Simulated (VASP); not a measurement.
Write the native input for VASP 6.6.1 that does the following.

```yaml
Task: single point
Functional: LDA
Potentials_or_basis: VASP PAW LDA potentials, release 64 (Mo_sv, Si)
Cutoff: 520 eV
k_mesh: 15 × 15 × 15
Occupations: fermi-dirac, width 0.05 eV
Spin: no spin polarisation
Dipole_correction: no
Further_INCAR_settings: ALGO = Normal; EDIFF = 1e-06; NBANDS = 18
```

The structure of Si2Mo (MoSi2 type) lies in POSCAR:

```
Si2Mo
1.0
   -1.5523776592      1.5523776592      3.8206275473
    1.5523776592     -1.5523776592      3.8206275473
    1.5523776592      1.5523776592     -3.8206275473
Mo Si
1 2
Direct
    0.0000000000      0.0000000000      0.0000000000
    0.3343302157      0.3343302157      0.0000000000
   -0.3343302157     -0.3343302157      0.0000000000
```

One way to write it, as run:

INCAR

```
SYSTEM = Si2Mo
ALGO = Normal ; EDIFF = 1E-6
ENCUT = 520 ; ISIF = 2
ISMEAR = -1 ; LASPH = .TRUE.
LCHARG = .TRUE. ; LELF = .TRUE.
LREAL = .FALSE. ; LVHAR = .TRUE.
LWAVE = .FALSE. ; NBANDS = 18
NELM = 100 ; PREC = Accurate
SIGMA = 0.05
```

KPOINTS

```
k-points
0
G
  15 15 15
  0 0 0
```

Potentials or basis: VASP PAW LDA potentials, release 64 (Mo_sv, Si).

Launch:

```console
$ cat potpaw_LDA.64/Mo_sv/POTCAR potpaw_LDA.64/Si/POTCAR > POTCAR
$ mpirun -np 1 vasp_std > vasp.out
```

It gave:

- Pressure: 16.7 GPa
- Largest force: 0.014 eV/Å
- Band gap on the k mesh: zero (bands 11 and 12 overlap by 0.99 eV)

Caveat: the cell stands under pressure.

Run time: 2.5 min on 1 thread of Intel(R) Xeon(R) 6975P-C (Granite Rapids), with other jobs on the host, peak memory 0.3 GiB.
